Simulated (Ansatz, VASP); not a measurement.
## SnO2 in VASP and in Ansatz

```
Sn O
1.0
     1.60624    0.92736    4.76837
    -1.60624    0.92736    4.76837
     0.00000   -1.85473    4.76837
Sn O
1 2
Cartesian
  0.0000 0.0000 7.1526
  0.0000 0.0000 10.9124
  0.0000 0.0000 3.3927
```

Alike in both runs: task single point; functional r2SCAN; k mesh 10 × 10 × 10; occupations fermi-dirac, width 0.05 eV; no spin polarisation.

|  | VASP | Ansatz |
| --- | --- | --- |
| version | VASP 6.6.1 | Ansatz 0.2.0 |
| potentials or method | VASP PAW PBE potentials, release 64 (Sn_d, O) | Ansatz PAW |
| plane-wave cutoff (eV) | 520 | 500 |
| valence electrons in the cell | 26 | 26 |

|  | VASP | Ansatz | Ansatz less VASP |
| --- | --- | --- | --- |
| gap on the k mesh at the Fermi level (eV) | 2.57 | 2.58 | +0.005 |
| least direct gap on the mesh (eV) | 2.71 | 2.71 | +0.002 |
| pressure (GPa) | -3.3 | -4.3 | -0.99 |
| traceless stress, the component that is largest in VASP (GPa) | -0.73 | -0.15 | +0.588 |
| rms of the force components (eV/Å) | 0.157 | 0.195 | +0.0387 |

VASP's potentials were made for PBE, not for r2SCAN. Atom by atom the forces differ by 0.039 eV/Å (rms over components).
